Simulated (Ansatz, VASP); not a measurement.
# One calculation of Mg2SO, two programs

```xyz
4
Lattice="1.6359 0.9445 5.3853 -1.6359 0.9445 5.3853 0.0000 -1.8889 5.3853" Properties=species:S:1:pos:R:3 pbc="T T T"
O     1.6359    0.9445    5.3853
S     0.0000    0.0000    8.0779
Mg    0.0000    0.0000    4.2273
Mg    0.0000    0.0000   11.9284
```

Alike in both runs: task single point; functional r2SCAN; k mesh 8 × 8 × 8; no spin polarisation.

|  | VASP | Ansatz |
| --- | --- | --- |
| version | VASP 6.6.1 | Ansatz 0.2.0 |
| potentials or method | VASP PAW PBE potentials, release 64 (O, S, Mg) | plane waves, PAW |
| plane-wave cutoff (eV) | 520 | 500 |
| occupations | gaussian, width 0.01 eV | fixed |
| valence electrons in the cell | 16 | 32 |

Ansatz gave:

```
gap on the k mesh at the Fermi level (eV)                     : 1.82
pressure (GPa)                                                : 7.6
traceless stress, the component that is largest in VASP (GPa) : 0.12
rms of the force components (eV/Å)                            : 0.058
```

**Question.** Which values does VASP return?

**Answer.** gap on the k mesh at the Fermi level (eV): 1.78; pressure (GPa): 6.8; traceless stress, the component that is largest in VASP (GPa): 0.17; rms of the force components (eV/Å): 0.055.

VASP's potentials were made for PBE, not for r2SCAN. Atom by atom the forces differ by 0.003 eV/Å (rms over components). VASP's potentials hold 16 valence electrons a cell and Ansatz's 32, so a difference there can come from the potentials and not from the codes.
